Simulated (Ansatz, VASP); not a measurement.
# BN in VASP and in Ansatz

```xyz
4
Lattice="2.5040 0.0000 0.0000 -1.2520 2.1685 0.0000 0.0000 0.0000 6.8277" Properties=species:S:1:pos:R:3 pbc="T T T"
B     0.0000    1.4457    1.7069
B     1.2520    0.7228    5.1208
N     0.0000    1.4457    5.1208
N     1.2520    0.7228    1.7069
```

Change from the starting cell: strain +0.000 along x and y, +0.025 along z, atoms carried along.

Alike in both runs: task single point; functional r2SCAN; k mesh 12 × 12 × 4; occupations gaussian, width 0.05 eV; no spin polarisation.

|  | VASP | Ansatz |
| --- | --- | --- |
| version | VASP 6.6.1 | Ansatz 0.2.0 |
| potentials or method | VASP PAW PBE potentials, release 64 (B, N), cutoff 520 eV | scalar-relativistic, plane waves, PAW |
| valence electrons in the cell | 16 | 16 |

VASP gave:

```
gap on the k mesh at the Fermi level (eV)                     : 4.91
least direct gap on the mesh (eV)                             : 5.36
pressure (GPa)                                                : -0.4
traceless stress, the component that is largest in VASP (GPa) : 0.35
```

Q: Which values does Ansatz return?

A: gap on the k mesh at the Fermi level (eV): 4.87; least direct gap on the mesh (eV): 5.30; pressure (GPa): -0.8; traceless stress, the component that is largest in VASP (GPa): 1.01.

VASP's potentials were made for PBE, not for r2SCAN.
